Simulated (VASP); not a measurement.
Ho2O:

```
Ho O
1.0
     3.37599    0.00000    0.00000
     0.00000    4.25804    0.00000
     0.00000    0.00000    4.99996
Ho O
2 1
Direct
  0.50000 0.50000 0.00000
  0.00000 0.50000 0.50000
  0.00000 0.00000 0.00000
```

The cell was generated, and may not be a known phase.

* Program: VASP 6.6.1
* Task: relaxation of cell and atoms
* Functional: PBE
* Potentials or basis: VASP PAW PBE potentials, release 64 (Ho_3, O), 4f in core
* Cutoff: 600 eV
* k mesh: 6 × 5 × 4
* Occupations: gaussian, width 0.2 eV
* Spin: no spin polarisation

At the start: pressure -4.0 GPa; volume 23.96 Å³/atom.

Where does the relaxation end?

Over 10 steps the energy falls by 997.9 meV/atom and the volume is 22.78 Å³/atom (-4.9 %); space group Pmmm (No. 47, to 0.1 Å) before and after.

Step by step:
```tsv
step	energy change (eV)	largest force (eV/Å)	pressure (GPa)	volume (Å³)
1	0.0000	0.0000	-3.99	71.87
2	-2.4177	0.0000	-2.16	64.29
3	-2.7177	0.0000	2.15	61.27
4	-2.7179	0.0000	3.96	60.38
5	-2.7226	0.0000	3.34	60.66
6	-2.8947	0.0000	1.07	64.33
7	-2.9790	0.0000	-2.11	70.55
8	-2.9839	0.0000	-1.49	69.21
9	-2.9752	0.0000	2.24	67.19
10	-2.9936	0.0000	-0.01	68.35
```

Final structure:
```cif
data_structure
_symmetry_space_group_name_H-M 'P 1'
_symmetry_Int_Tables_number 1
_cell_length_a 3.2649
_cell_length_b 3.2207
_cell_length_c 6.5000
_cell_angle_alpha 90.000
_cell_angle_beta 90.000
_cell_angle_gamma 90.000
_cell_volume 68.35
loop_
_atom_site_label
_atom_site_type_symbol
_atom_site_fract_x
_atom_site_fract_y
_atom_site_fract_z
_atom_site_occupancy
Ho1 Ho 0.50000 0.50000 0.00000 1
Ho2 Ho 0.00000 0.50000 0.50000 1
O1 O 0.00000 0.00000 0.00000 1
```

Caveat: a cell axis changed by over 15 % at a fixed basis, so the end point is rough; the run has no spin polarisation, though such a crystal can be magnetic.
